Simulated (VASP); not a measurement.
Crystal: InP.

```
CELL_PARAMETERS angstrom
0.00000 2.93050 2.93050
2.93050 0.00000 2.93050
2.93050 2.93050 0.00000
ATOMIC_POSITIONS crystal
In 0.00000 0.00000 0.00000
P 0.75000 0.75000 0.75000
```

Base run:

| Item | Value |
| --- | --- |
| Program | VASP 6.6.1 |
| Functional | PBE |
| Potentials or basis | VASP PAW PBE potentials, release 64 (In_d, P) |
| Cutoff | 520 eV |
| k mesh | 15 × 15 × 15 |
| Occupations | fermi-dirac, width 0.03 eV |
| Spin | no spin polarisation |

Its results: band gap on the k mesh 0.71 eV, direct; pressure 3.3 GPa.

Question: After a change of settings the same cell gave: band gap on the k mesh 0.68 eV, direct; pressure 4.1 GPa. Which change was it?
A. k mesh from 15 × 15 × 15 to 8 × 8 × 8, shifted; further incar settings from ALGO = Normal; EDIFF = 1e-08; NBANDS = 16 to ALGO = Normal; EDIFF = 1e-06; NBANDS = 16; ISYM = 0
B. k mesh from 15 × 15 × 15 to 8 × 8 × 8
C. k mesh from 15 × 15 × 15 to 3 × 3 × 3
D. functional from PBE to PBEsol; k mesh from 15 × 15 × 15 to 11 × 11 × 11

Answer: C.

Caveats: some runs use coarse meshes; spin-orbit coupling is left out, which moves the levels of the heavy elements.
